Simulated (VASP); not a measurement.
Input of a VASP 6.6.1 run:

File INCAR:

```
  ALGO = Normal
  DIPOL = 0.5 0.5 0.500
  EDIFF = 1E-6
  EDIFFG = -0.02
  ENCUT = 520
  GGA = PE
  IBRION = 2
  IDIPOL = 3
  ISIF = 2
  ISMEAR = 0
  LASPH = True
  LCHARG = False
  LDIPOL = True
  LREAL = False
  LWAVE = False
  NELM = 60
  NSW = 80
  PREC = Accurate
  SIGMA = 0.1
```

KPOINTS

```
k-points
0
Gamma
  12 12 1
```

The input POSCAR:

```
Zr
1.0
    3.2327898558      0.0000000000      0.0000000000
   -1.6163949279      2.7996781402      0.0000000000
    0.0000000000      0.0000000000     20.1691199317
Zr
3
Direct
    0.3333333333      0.6666666667      0.3718555904
    0.6666666667      0.3333333333      0.5000000000
    0.3333333333      0.6666666667      0.6281444096
```

Potentials or basis: VASP PAW PBE potentials, release 64 (Zr_sv).

Launch:

```sh
$ cat potpaw_PBE.64/Zr_sv/POTCAR > POTCAR
$ mpirun -np 1 vasp_std > vasp.out
```

Question: Predict the band gap on the k mesh.

Answer: Zero (bands 18 and 19 overlap by 1.22 eV).

Question: Predict the energy gained by relaxing.

Answer: 12.1 meV/atom.

Forces on the atoms (eV/Å):
```
Zr   0.000  0.000  0.013
Zr   0.000  0.000  0.000
Zr   0.000  0.000 -0.013
```
